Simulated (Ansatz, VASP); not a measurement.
## Sn2TeS in VASP and in Ansatz

Contents of INCAR:

```
SYSTEM = Sn2TeS
PREC = Accurate ; ENCUT = 500
EDIFF = 1E-6 ; ISMEAR = -1
SIGMA = 0.02 ; LREAL = .False.
LASPH = .True. ; NELM = 120
ALGO = Normal ; ISIF = 2
LWAVE = .False. ; LCHARG = .False.
GGA = PE ; NBANDS = 28
GGA_COMPAT = .False.
```

The input KPOINTS:

```
regular mesh
0
Gamma
  6 6 4
  0 0 0
```

Contents of POSCAR:

```
Sn2TeS
1.0
    4.3218307431      0.0000000000      0.0000000000
    0.0000000000      4.3218307431      0.0000000000
    0.0000000000      0.0000000000      6.1499981207
S Sn Te
1 2 1
Direct
    0.0000000000      0.0000000000      0.0000000000
    0.0000000000      0.0000000000      0.5000000000
    0.5000000000      0.5000000000      0.0000000000
    0.5000000000      0.5000000000      0.5000000000
```

Input for Ansatz:

```yaml
crystal:
  lattice:
    - [4.3218307431, 0.0, 0.0]
    - [0.0, 4.3218307431, 0.0]
    - [0.0, 0.0, 6.1499981207]
  atoms:
    - { symbol: S, position: [0.0, 0.0, 0.0] }
    - { symbol: Sn, position: [0.0, 0.0, 0.5] }
    - { symbol: Te, position: [0.5, 0.5, 0.5] }
    - { symbol: Sn, position: [0.5, 0.5, 0.0] }
kpoints:
  mp_grid: { grid: [6, 6, 4] }
  band_path:
    path:
      - [[0.0, 0.0, 0.0], [0.0, 0.5, 0.0], [0.5, 0.5, 0.0], [0.0, 0.0, 0.0], [0.0, 0.0, 0.5], [0.0, 0.5, 0.5], [0.5, 0.5, 0.5], [0.0, 0.0, 0.5]]
      - [[0.0, 0.5, 0.0], [0.0, 0.5, 0.5]]
      - [[0.5, 0.5, 0.0], [0.5, 0.5, 0.5]]
    npoints: 10
hamiltonian:
  xc: pbe
scf:
  occupations: { method: fermi_dirac, width: 0.02 }
  n_extra_bands: 5
output:
  forces: true
  stress: true
  eigenvalues: true
```

Alike in both runs: task single point; functional PBE; k mesh 6 × 6 × 4; occupations fermi-dirac, width 0.02 eV; no spin polarisation.

|  | VASP | Ansatz |
| --- | --- | --- |
| version | VASP 6.6.1 | Ansatz 0.2.0 |
| potentials or method | VASP PAW PBE potentials, release 64 (S, Sn_d, Te) | plane waves, PAW |
| plane-wave cutoff (eV) | 500 | 420 |
| valence electrons in the cell | 40 | 50 |

Ansatz gave:

| Property | Result |
| --- | --- |
| pressure (GPa) | 0.9 |

Problem. Estimate VASP's values.

Solution. Pressure (GPa): 0.8.

With one functional, cell and mesh, what is left measures potentials, basis and numerics. VASP's potentials hold 40 valence electrons a cell and Ansatz's 50, so a difference there can come from the potentials and not from the codes.

Spin-orbit coupling is off throughout.
